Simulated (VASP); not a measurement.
# Al3Cu (Pm-3m) in VASP: further runs

Al3Cu is run at these levels: r2SCAN; tasks: single point.

All numbers are computed with VASP 6.6.1; they aren't measurements. Logs are shortened: lines on timing, memory, paths and dates and some standing lists are left out, and cuts for length are marked.

**1. The cell of the first run**

It takes space group Pm-3m (No. 221, cubic). The conventional cell has a = 3.727 Å, b = 3.727 Å, c = 3.727 Å, α = 90.00°, β = 90.00°, γ = 90.00°. Al (site symmetry 4/mmm) has 8 Al at 2.64 Å and 4 Cu at 2.64 Å within 3.5 Å. Cu (site symmetry m-3m) has 12 Al at 2.64 Å within 3.5 Å.

**2. Single point, r2SCAN (12.94 Å³/atom)**

Input file POSCAR:

```
Al3Cu
1.0
    3.7268820067      0.0000000000      0.0000000000
    0.0000000000      3.7268820067      0.0000000000
    0.0000000000      0.0000000000      3.7268820067
Al Cu
3 1
Direct
    0.0000000000      0.5000000000      0.5000000000
    0.5000000000      0.0000000000      0.5000000000
    0.5000000000      0.5000000000      0.0000000000
    0.0000000000      0.0000000000      0.0000000000
```

Input file INCAR.step1:

```
SYSTEM = Al3Cu
PREC = Accurate
ENCUT = 520
ISMEAR = 0
SIGMA = 0.1
LREAL = .False.
LASPH = .True.
NELM = 60
NBANDS = 18
GGA = PE
ALGO = Normal
EDIFF = 1E-4
LWAVE = .True.
LCHARG = .False.
```

Input file INCAR.step2:

```
SYSTEM = Al3Cu
PREC = Accurate
ENCUT = 520
EDIFF = 1E-6
ISMEAR = 0
SIGMA = 0.1
LREAL = .False.
LASPH = .True.
NELM = 60
ALGO = Normal
ISIF = 2
LWAVE = .False.
LCHARG = .False.
METAGGA = R2SCAN
LMIXTAU = .True.
NBANDS = 18
ISTART = 1
```

Input file KPOINTS:

```
Automatic mesh
0
Gamma
  12 12 12
  0 0 0
```

Potentials or basis: VASP PAW PBE potentials, release 64 (Al, Cu).

Launch:

```sh
$ cat potpaw_PBE.64/Al/POTCAR potpaw_PBE.64/Cu/POTCAR > POTCAR
$ cp INCAR.step1 INCAR
$ mpirun -np 1 vasp_std > vasp.out
$ cp INCAR.step2 INCAR
$ mpirun -np 1 vasp_std > vasp.out
```

OUTCAR:

```text
SYSTEM = Al3Cu
   PREC = Accurate
   ENCUT = 520
   EDIFF = 1E-6
   ISMEAR = 0
   LREAL = .False.
   LASPH = .True.
   NELM = 60
   ISIF = 2
   METAGGA = R2SCAN
   ISTART = 1

 ion  position               nearest neighbor table
   1  0.000  0.500  0.500-   2 2.64   3 2.64   4 2.64   3 2.64   4 2.64   2 2.64   4 2.64   4 2.64
                             2 2.64   3 2.64   3 2.64   2 2.64
   2  0.500  0.000  0.500-   1 2.64   3 2.64   4 2.64   3 2.64   4 2.64   1 2.64   3 2.64   3 2.64
                             1 2.64   4 2.64   4 2.64   1 2.64
   3  0.500  0.500  0.000-   1 2.64   2 2.64   4 2.64   1 2.64   2 2.64   2 2.64   4 2.64   2 2.64
                             1 2.64   4 2.64   1 2.64   4 2.64
   4  0.000  0.000  0.000-   1 2.64   2 2.64   3 2.64   1 2.64   2 2.64   1 2.64   3 2.64   1 2.64
                             2 2.64   3 2.64   2 2.64   3 2.64

  LATTYP: Found a simple cubic cell.
 ALAT       =     3.7268820067

  Lattice vectors:

 A1 = (   3.7268820067,   0.0000000000,   0.0000000000)
 A2 = (   0.0000000000,   3.7268820067,   0.0000000000)
 A3 = (   0.0000000000,   0.0000000000,   3.7268820067)

Analysis of symmetry for initial positions (statically):
=====================================================================
 Subroutine PRICEL returns:
 Original cell was already a primitive cell.

 Routine SETGRP: Setting up the symmetry group for a
 simple cubic supercell.

 Subroutine GETGRP returns: Found 48 space group operations
 (whereof 48 operations were pure point group operations)
 out of a pool of 48 trial point group operations.

The static configuration has the point symmetry O_h .

Analysis of symmetry for dynamics (positions and initial velocities):
=====================================================================
 Subroutine PRICEL returns:
 Original cell was already a primitive cell.

 Routine SETGRP: Setting up the symmetry group for a
 simple cubic supercell.

 Subroutine GETGRP returns: Found 48 space group operations
 (whereof 48 operations were pure point group operations)
 out of a pool of 48 trial point group operations.

The dynamic configuration has the point symmetry O_h .

 Subroutine INISYM returns: Found 48 space group operations
 (whereof 48 operations are pure point group operations),
 and found     1 'primitive' translations

----------------------------------------------------------------------------------------

                                     Primitive cell

[... 95 lines left out ...]
   LREAL  =      F    real-space projection
   EDIFFG = 0.1E-04   stopping-criterion for IOM
   NSW    =      0    number of steps for IOM
   IBRION =     -1    ionic relax: 0-MD 1-quasi-New 2-CG
   NFREE  =      0    steps in history (QN), initial steepest desc. (CG)
   ISIF   =      2    stress and relaxation
   ISYM   =      2    0-nonsym 1-usesym 2-fastsym
   POTIM  = 0.5000    time-step for ionic-motion
   TEBEG  =    0.0;   TEEND  =   0.0 temperature during run
   PSTRESS=    0.0 pullay stress
   NELECT =      20.0000    total number of electrons
   NUPDOWN=      -1.0000    fix difference up-down
   EMIN   =  10.00;   EMAX   =-10.00  energy-range for DOS
   EFERMI =   0.00;   METHOD = LEGACY
   ISMEAR =     0;   SIGMA  =   0.10  broadening in eV -4-tet -1-fermi 0-gaus
   EFERMI_NEDOS =   21; number of points for ismear=-14 and -15
   IALGO  =     38    algorithm
   IMIX   =      4    mixing-type and parameters
     AMIX     =   0.40;   BMIX     =  1.00
     AMIX_MAG =   1.60;   BMIX_MAG =  1.00
  volume/ion in A,a.u.               =      12.94        87.33
  Fermi-wavevector in a.u.,A,eV,Ry     =   1.192356  2.253226 19.343570  1.421712
  Thomas-Fermi vector in A             =   2.328396
   LORBIT       =      0    0 simple, 1 ext, 2 COOP (PROOUT), +10 PAW based schemes
   METAGGA = R2SCAN    functional components
   LHFCALC =     F    Hartree Fock is set to
   AEXX    =    0.0000 exact exchange contribution
   IVDW    =     0    specifies the selected vdW correction
   LEPSILON=     F    determine dielectric tensor
   LRPA    =     F    only Hartree local field effects (RPA)
 non-spin polarized calculation
 Gauss-broadening in eV      SIGMA  =   0.10
  energy-cutoff  :      520.00
  volume of cell :       51.77
 maximum number of plane-waves:      1412
 NGX is ok and might be reduce to    28
   NGX = 13   NGY = 13   NGZ = 13

 number of electron      20.0000026 magnetization

 Free energy of the ion-electron system (eV)
  ---------------------------------------------------
  ext. energy  EPLUGINS =         0.00000000
  ---------------------------------------------------
  free energy    TOTEN  =       -30.82756813 eV

  energy without entropy =      -30.82125018  energy(sigma->0) =      -30.82440915

 E-fermi :   9.9910     XC(G=0): -12.2363

 val. band max:        9.9834017789   @ k =   0.2500   0.0000   0.0000
 cond. band min:       9.9956563485   @ k =   0.4167   0.4167   0.2500
 fundamental gap:      0.0122545696
 Fermi energy:         9.9910172302

 k-point     1 :       0.0000    0.0000    0.0000
  band No.  band energies     occupation
      1      -2.9540      2.00000
      2       4.8353      2.00000
      3       4.8353      2.00000
      4       5.7125      2.00000
      5       5.7125      2.00000
      6       5.7125      2.00000
[... 481 lines left out ...]
      5       5.3885      2.00000
      6       5.4953      2.00000
[... 10 lines left out ...]
     17      18.1824      0.00000
     18      18.6603      0.00000

 [... further k-points ...]

------------------------ aborting loop because EDIFF is reached ----------------------------------------

  FORCE on cell =-STRESS in cart. coord.  units (eV):
  Direction    XX          YY          ZZ          XY          YZ          ZX
  --------------------------------------------------------------------------------------
  -------------------------------------------------------------------------------------
  Total        5.6062532      5.6062532      5.6062532     -0.0000000      0.0000000      0.0000000
  in kB      173.5187303    173.5187303    173.5187303     -0.0000000      0.0000000      0.0000000
  external PRESSURE =     173.5187303 kB  Pullay stress =       0.0000000 kB

 VOLUME and BASIS-vectors are now :
 -----------------------------------------------------------------------------
  energy-cutoff  :      520.00
  volume of cell :       51.77
      direct lattice vectors                 reciprocal lattice vectors
     3.726882007  0.000000000  0.000000000     0.268320810  0.000000000  0.000000000
     0.000000000  3.726882007  0.000000000     0.000000000  0.268320810  0.000000000
     0.000000000  0.000000000  3.726882007     0.000000000  0.000000000  0.268320810

 POSITION                                       TOTAL-FORCE (eV/Angst)
 -----------------------------------------------------------------------------------
      0.00000      1.86344      1.86344         0.000000      0.000000      0.000000
      1.86344      0.00000      1.86344         0.000000      0.000000      0.000000
      1.86344      1.86344      0.00000         0.000000      0.000000      0.000000
      0.00000      0.00000      0.00000         0.000000      0.000000      0.000000
 -----------------------------------------------------------------------------------
    total drift:                               -0.000000     -0.000000     -0.000000

  FREE ENERGIE OF THE ION-ELECTRON SYSTEM (eV)
  ---------------------------------------------------
  free  energy   TOTEN  =       -30.8275681328 eV

  energy  without entropy=      -30.8212501754  energy(sigma->0) =      -30.82440915
```

It took 2 min on 1 thread of AMD EPYC 9R45 (Zen 5), shared host; peak memory 0.19 GiB.

What came out:

* Free energy: -30.8276 eV
* Pressure: 17.4 GPa
* Band gap on the k mesh: zero (bands 10 and 11 overlap by 4.07 eV)

Levels at points of the mesh, in eV from the Fermi level:
```csv
k point,band 7,band 8,band 9,band 10,band 11,band 12,band 13,band 14
"(0.00, 0.00, 0.00)",-2.89,-2.89,-2.89,-0.93,0.98,0.98,7.55,7.55
"(0.50, 0.00, 0.00)",-4.00,0.09,0.09,0.36,0.40,0.40,2.54,3.41
"(0.50, 0.50, 0.00)",-4.00,-3.90,-3.61,1.40,3.44,3.44,3.46,4.49
"(0.50, 0.50, 0.50)",-4.87,-3.99,-3.99,-2.86,-1.89,-1.89,-1.89,13.64
```

Caveat: the cell stands under pressure; the PAW data sets were made with another functional, which shifts forces and pressure a little.

**3. Single point, r2SCAN (13.38 Å³/atom)**

This run uses another cell than the first one, of 13.38 Å³/atom.

Input file POSCAR:

```
Al3Cu
1.0
    3.7687605907      0.0000000000      0.0000000000
    0.0000000000      3.7687605907      0.0000000000
    0.0000000000      0.0000000000      3.7687605907
Al Cu
3 1
Direct
    0.0000000000      0.5000000000      0.5000000000
    0.5000000000      0.0000000000      0.5000000000
    0.5000000000      0.5000000000      0.0000000000
    0.0000000000      0.0000000000      0.0000000000
```

Input file INCAR.step1:

```
PREC     = Accurate       # precision mode
ENCUT    = 520            # plane-wave cutoff, eV
ISMEAR   = 0              # smearing method
SIGMA    = 0.1            # smearing width, eV
LREAL    = False          # projectors in reciprocal space
LASPH    = True           # aspherical terms in the spheres
NELM     = 60             # most SCF steps
NBANDS   = 18             # bands
GGA      = PE             # functional
ALGO     = Normal         # electronic algorithm
EDIFF    = 1E-4           # SCF threshold, eV
LWAVE    = True           # write WAVECAR
LCHARG   = False          # write CHGCAR
```

Input file INCAR.step2:

```
PREC     = Accurate       # precision mode
ENCUT    = 520            # plane-wave cutoff, eV
EDIFF    = 1E-6           # SCF threshold, eV
ISMEAR   = 0              # smearing method
SIGMA    = 0.1            # smearing width, eV
LREAL    = False          # projectors in reciprocal space
LASPH    = True           # aspherical terms in the spheres
NELM     = 60             # most SCF steps
ALGO     = Normal         # electronic algorithm
ISIF     = 2              # what is computed and relaxed
LWAVE    = False          # write WAVECAR
LCHARG   = True           # write CHGCAR
METAGGA  = R2SCAN         # meta-GGA
LMIXTAU  = True         
LELF     = True           # ELF
LVHAR    = True         
NBANDS   = 18             # bands
ISTART   = 1
```

Input file KPOINTS:

```
regular mesh
0
Gamma
  12 12 12
```

Potentials or basis: VASP PAW PBE potentials, release 64 (Al, Cu).

Launch:

```sh
$ cat potpaw_PBE.64/Al/POTCAR potpaw_PBE.64/Cu/POTCAR > POTCAR
$ cp INCAR.step1 INCAR
$ mpirun -np 1 vasp_std > vasp.out
$ cp INCAR.step2 INCAR
$ mpirun -np 1 vasp_std > vasp.out
```

OUTCAR:

```text
PREC = Accurate
   ENCUT = 520
   EDIFF = 1E-6
   ISMEAR = 0
   LREAL = False
   LASPH = True
   NELM = 60
   ISIF = 2
   METAGGA = R2SCAN
   ISTART = 1

 ion  position               nearest neighbor table
   1  0.000  0.500  0.500-   2 2.66   3 2.66   4 2.66   3 2.66   4 2.66   2 2.66   4 2.66   4 2.66
                             2 2.66   3 2.66   3 2.66   2 2.66
   2  0.500  0.000  0.500-   1 2.66   3 2.66   4 2.66   3 2.66   4 2.66   1 2.66   3 2.66   3 2.66
                             1 2.66   4 2.66   4 2.66   1 2.66
   3  0.500  0.500  0.000-   1 2.66   2 2.66   4 2.66   1 2.66   2 2.66   2 2.66   4 2.66   2 2.66
                             1 2.66   4 2.66   1 2.66   4 2.66
   4  0.000  0.000  0.000-   1 2.66   2 2.66   3 2.66   1 2.66   2 2.66   1 2.66   3 2.66   1 2.66
                             2 2.66   3 2.66   2 2.66   3 2.66

  LATTYP: Found a simple cubic cell.
 ALAT       =     3.7687605907

  Lattice vectors:

 A1 = (   3.7687605907,   0.0000000000,   0.0000000000)
 A2 = (   0.0000000000,   3.7687605907,   0.0000000000)
 A3 = (   0.0000000000,   0.0000000000,   3.7687605907)

Analysis of symmetry for initial positions (statically):
=====================================================================
[... 180 lines left out ...]
 fundamental gap:      0.0327652718
 Fermi energy:         9.5782939117

 k-point     1 :       0.0000    0.0000    0.0000
  band No.  band energies     occupation
      1      -3.0988      2.00000
      2       4.5973      2.00000
      3       4.5973      2.00000
      4       5.4438      2.00000
      5       5.4438      2.00000
      6       5.4438      2.00000
[... 481 lines left out ...]
      5       5.1297      2.00000
      6       5.2332      2.00000
[... 10 lines left out ...]
     17      17.5786      0.00000
     18      18.0268      0.00000

 [... further k-points ...]

------------------------ aborting loop because EDIFF is reached ----------------------------------------

  FORCE on cell =-STRESS in cart. coord.  units (eV):
  Direction    XX          YY          ZZ          XY          YZ          ZX
  --------------------------------------------------------------------------------------
  -------------------------------------------------------------------------------------
  Total        3.9741271      3.9741271      3.9741271     -0.0000000     -0.0000000     -0.0000000
  in kB      118.9478757    118.9478757    118.9478757     -0.0000000     -0.0000000     -0.0000000
  external PRESSURE =     118.9478757 kB  Pullay stress =       0.0000000 kB

 VOLUME and BASIS-vectors are now :
 -----------------------------------------------------------------------------
  energy-cutoff  :      520.00
  volume of cell :       53.53
      direct lattice vectors                 reciprocal lattice vectors
     3.768760591  0.000000000  0.000000000     0.265339221  0.000000000  0.000000000
     0.000000000  3.768760591  0.000000000     0.000000000  0.265339221  0.000000000
     0.000000000  0.000000000  3.768760591     0.000000000  0.000000000  0.265339221

 POSITION                                       TOTAL-FORCE (eV/Angst)
 -----------------------------------------------------------------------------------
      0.00000      1.88438      1.88438         0.000000      0.000000      0.000000
      1.88438      0.00000      1.88438         0.000000      0.000000      0.000000
      1.88438      1.88438      0.00000         0.000000      0.000000      0.000000
      0.00000      0.00000      0.00000         0.000000      0.000000      0.000000
 -----------------------------------------------------------------------------------
    total drift:                               -0.000000     -0.000000     -0.000000

  FREE ENERGIE OF THE ION-ELECTRON SYSTEM (eV)
  ---------------------------------------------------
  free  energy   TOTEN  =       -30.9887342558 eV

  energy  without entropy=      -30.9831651277  energy(sigma->0) =      -30.98594969
```

OUTCAR.step1:

```text
PREC = Accurate
   ENCUT = 520
   ISMEAR = 0
   LREAL = False
   LASPH = True
[... 735 lines left out ...]
      0.00000      1.88438      1.88438         0.000000      0.000000      0.000000
      1.88438      0.00000      1.88438         0.000000      0.000000      0.000000
      1.88438      1.88438      0.00000         0.000000      0.000000      0.000000
      0.00000      0.00000      0.00000         0.000000      0.000000      0.000000
 -----------------------------------------------------------------------------------
    total drift:                               -0.000000     -0.000000     -0.000000

  FREE ENERGIE OF THE ION-ELECTRON SYSTEM (eV)
  ---------------------------------------------------
  free  energy   TOTEN  =       -14.8147108899 eV

  energy  without entropy=      -14.8097402002  energy(sigma->0) =      -14.81222555
```

OSZICAR.step1:

```text
N       E                     dE             d eps       ncg     rms          rms(c)
DAV:   1     0.776759154319E+02    0.77676E+02   -0.84407E+03  3048   0.119E+03
DAV:   2    -0.135368037281E+02   -0.91213E+02   -0.84931E+02  3132   0.223E+02
DAV:   3    -0.178532398515E+02   -0.43164E+01   -0.41441E+01  4130   0.532E+01
DAV:   4    -0.179543247967E+02   -0.10108E+00   -0.10071E+00  4388   0.675E+00
DAV:   5    -0.179566976476E+02   -0.23729E-02   -0.23727E-02  4324   0.101E+00    0.186E+01
DAV:   6    -0.239769850532E+02   -0.60203E+01   -0.94519E+01  3346   0.278E+02    0.166E+01
DAV:   7    -0.155800355832E+02    0.83969E+01   -0.20565E+01  3898   0.867E+01    0.555E+00
DAV:   8    -0.148129066119E+02    0.76713E+00   -0.26123E+00  4100   0.530E+01    0.873E-01
DAV:   9    -0.148157993813E+02   -0.28928E-02   -0.21535E-01  4656   0.497E+00    0.479E-01
DAV:  10    -0.148185840257E+02   -0.27846E-02   -0.25117E-02  3764   0.533E+00    0.505E-01
DAV:  11    -0.148146971557E+02    0.38869E-02   -0.91791E-03  3820   0.342E+00    0.116E-01
DAV:  12    -0.148147108899E+02   -0.13734E-04   -0.50581E-04  4382   0.277E-01
   1 F= -.14814711E+02 E0= -.14812226E+02  d E =-.497069E-02
```

It took 1.8 min on 1 thread of AMD EPYC 9R45 (Zen 5), shared host; peak memory 0.19 GiB.

Results:

```yaml
Free_energy: -30.9887 eV
Pressure: 11.9 GPa
Band_gap_on_the_k_mesh: zero (bands 10 and 11 overlap by 4.10 eV)
```

Levels at points of the mesh, in eV from the Fermi level:
```tsv
k point	band 8	band 9	band 10	band 11	band 12	band 13
(0.00, 0.00, 0.00)	-2.82	-2.82	-0.84	0.90	0.90	7.48
(0.50, 0.00, 0.00)	0.13	0.13	0.38	0.38	0.44	2.50
(0.50, 0.50, 0.00)	-3.77	-3.50	1.40	3.36	3.36	3.47
(0.50, 0.50, 0.50)	-3.87	-3.87	-2.77	-1.90	-1.90	-1.90
```

Caveat: the cell stands under pressure; the PAW data sets were made with another functional, which shifts forces and pressure a little.
